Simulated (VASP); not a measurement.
A run of VASP 6.6.1 is set up as follows.

Contents of POSCAR:

```
MnAs
1.0
    3.7100000000      0.0000000000      0.0000000000
   -1.8550000000      3.2129542480      0.0000000000
    0.0000000000      0.0000000000      5.6910000000
As Mn
2 2
Direct
    0.6666666667      0.3333333333      0.7500000000
    0.3333333333      0.6666666667      0.2500000000
    0.0000000000      0.0000000000      0.5000000000
    0.0000000000      0.0000000000      0.0000000000
```

The input INCAR.step1:

```
PREC = Accurate
ENCUT = 520
EDIFF = 1E-5
ISMEAR = -1
SIGMA = 0.05
LREAL = F
LASPH = T
NELM = 150
ALGO = Normal
ISIF = 2
LWAVE = T
LCHARG = F
ISPIN = 2
MAGMOM = 0 0 4 4
LORBIT = 11
LMAXMIX = 4
GGA = PE
NBANDS = 30
KPAR = 2
```

Contents of INCAR.step2:

```
PREC = Accurate
ENCUT = 520
EDIFF = 1E-7
ISMEAR = -1
SIGMA = 0.05
LREAL = F
LASPH = T
NELM = 150
ALGO = Normal
ISIF = 2
LWAVE = F
LCHARG = F
ISPIN = 2
MAGMOM = 0 0 4 4
LORBIT = 11
LMAXMIX = 4
GGA = PE
LHFCALC = T
HFSCREEN = 0.2079
PRECFOCK = Normal
ISTART = 1
NBANDS = 30
KPAR = 2
```

The input KPOINTS:

```
Automatic mesh
0
Gamma
  4 4 3
```

Potentials or basis: VASP PAW PBE potentials, release 64 (As, Mn_pv).

Launch:

```sh
$ cat potpaw_PBE.64/As/POTCAR potpaw_PBE.64/Mn_pv/POTCAR > POTCAR
$ cp INCAR.step1 INCAR
$ mpirun -np 2 vasp_std > vasp.out
$ cp INCAR.step2 INCAR
$ mpirun -np 2 vasp_std > vasp.out
```

Question: Estimate the pressure.

Answer: 9.2 GPa.

Question: Estimate the net moment.

Answer: 7.96 μB per cell.

Question: What does it give for the site moments?

Answer: As -0.19; Mn +4.10 μB.

Stress tensor (GPa, compression positive):
```
9.13 0.00 0.00
0.00 9.13 0.00
0.00 0.00 9.27
```

Caveat: the k points lie up to 0.49 Å⁻¹ apart; the PAW data sets were made with another functional, which shifts forces and pressure a little.
